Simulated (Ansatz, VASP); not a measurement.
# Two plane-wave programs on Cu

```
CELL_PARAMETERS angstrom
2.53410 0.00000 0.00000
-1.26705 2.19459 0.00000
0.00000 0.00000 4.11257
ATOMIC_POSITIONS crystal
Cu 0.33333 0.66667 0.25000
Cu 0.66667 0.33333 0.75000
```

Alike in both runs: task single point; functional r2SCAN; k mesh 8 × 8 × 5; occupations fermi-dirac, width 0.1 eV; no spin polarisation.

```csv
,VASP,Ansatz
version,VASP 6.6.1,Ansatz 0.2.0
potentials or method,"VASP PAW PBE potentials, release 64 (Cu), cutoff 520 eV","plane waves, PAW"
valence electrons in the cell,22,38
```

Ansatz gave:

| Quantity | Value |
| --- | --- |
| pressure (GPa) | 0.8 |
| traceless stress, the component that is largest in VASP (GPa) | -0.42 |

Task: Estimate VASP's values.

Result: Pressure (GPa): 1.5; traceless stress, the component that is largest in VASP (GPa): -0.48.

VASP's potentials were made for PBE, not for r2SCAN. With one functional, cell and mesh, what is left measures potentials, basis and numerics. VASP's potentials hold 22 valence electrons a cell and Ansatz's 38, so a difference there can come from the potentials and not from the codes.
